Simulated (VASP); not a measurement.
Write the native input for VASP 6.6.1 that does the following.

| Quantity | Value |
| --- | --- |
| Task | relaxation of cell and atoms |
| Functional | PBE |
| Potentials or basis | VASP PAW PBE potentials, release 64 (Os) |
| Cutoff | 600 eV |
| k mesh | 6 × 6 × 6 |
| Occupations | gaussian, width 0.1 eV |
| Spin | no spin polarisation |
| Dipole correction | no |
| Further INCAR settings | ALGO = Normal; EDIFF = 1e-07; IBRION = 2; EDIFFG = -0.04; NSW = 90; ISIF = 3 |

The structure of Os lies in POSCAR:

```
Os
1.0
    0.0000000000      2.8591041555      3.2837724662
    2.6345059180      0.0000000000      3.2837724662
    2.6345059180      2.8591041555      0.0000000000
Os
3
Direct
    0.0000000000      0.0000000000      0.5000000000
    0.5000000000      0.5000000000      0.0000000000
    0.5000000000      0.5000000000      0.5000000000
```

The cell was built from a structure type or drawn by symmetry, and may not be a known phase.

These files were run (other wordings do the same):

INCAR

```
SYSTEM = Os
PREC = Accurate
ENCUT = 600
EDIFF = 1E-7
ISMEAR = 0
SIGMA = 0.1
LREAL = .FALSE.
LASPH = .TRUE.
NELM = 100
ALGO = Normal
ISIF = 3
LWAVE = .FALSE.
LCHARG = .FALSE.
GGA = PE
IBRION = 2
NSW = 90
EDIFFG = -0.04
```

KPOINTS

```
Automatic mesh
0
G
  6 6 6
  0 0 0
```

Potentials or basis: VASP PAW PBE potentials, release 64 (Os).

Launch:

```bash
$ cat potpaw_PBE.64/Os/POTCAR > POTCAR
$ mpirun -np 1 vasp_std > vasp.out
```

Results of the run:

```json
{"Relaxed volume": "18.47 Å³/atom", "Relaxed cell": "a = 4.836 Å, b = 3.652 Å, c = 4.993 Å, α = 65.91°, β = 43.58°, γ = 70.50°", "Space group after relaxing (to 0.1 Å)": "Fmmm (No. 69)", "Pressure after relaxing": "0.2 GPa", "Band gap on the k mesh": "zero (bands 12 and 13 overlap by 2.22 eV)"}
```

Caveat: a cell axis changed by over 15 % at a fixed basis, so the end point is rough; spin-orbit coupling is left out, which moves the levels of the heavy elements.

Wall time 23 min on 1 thread of Intel(R) Xeon(R) Platinum 8488C (Sapphire Rapids), on a shared host, peak memory 0.26 GiB.
